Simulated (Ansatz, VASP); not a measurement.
One calculation of AlN, two programs

```
CELL_PARAMETERS angstrom
0.00000 1.93844 1.97800
1.93844 0.00000 1.97800
1.93844 1.93844 0.00000
ATOMIC_POSITIONS crystal
Al 0.00000 0.00000 0.00000
N 0.50000 0.50000 0.50000
```

Change from the starting cell: equal xx and yy strain of -2 %.

Alike in both runs: task single point; functional LDA; k mesh 10 × 10 × 10; occupations fermi-dirac, width 0.02 eV; no spin polarisation.

|  | VASP | Ansatz |
| --- | --- | --- |
| version | VASP 6.6.1 | Ansatz 0.2.0 |
| potentials or method | VASP PAW LDA potentials, release 64 (Al, N), cutoff 520 eV | all-electron LAPW, scalar-relativistic |

```tsv
	VASP	Ansatz	Ansatz less VASP
gap on the k mesh at the Fermi level (eV)	4.83	4.85	+0.024
pressure (GPa)	27.8	26.8	-1.00
traceless stress, the component that is largest in VASP (GPa)	-6.48	-6.35	+0.129
```

LDA's correlation is that of Perdew and Zunger in VASP and of Perdew and Wang (1992) in Ansatz. Ansatz ran all-electron here, and VASP with PAW potentials.
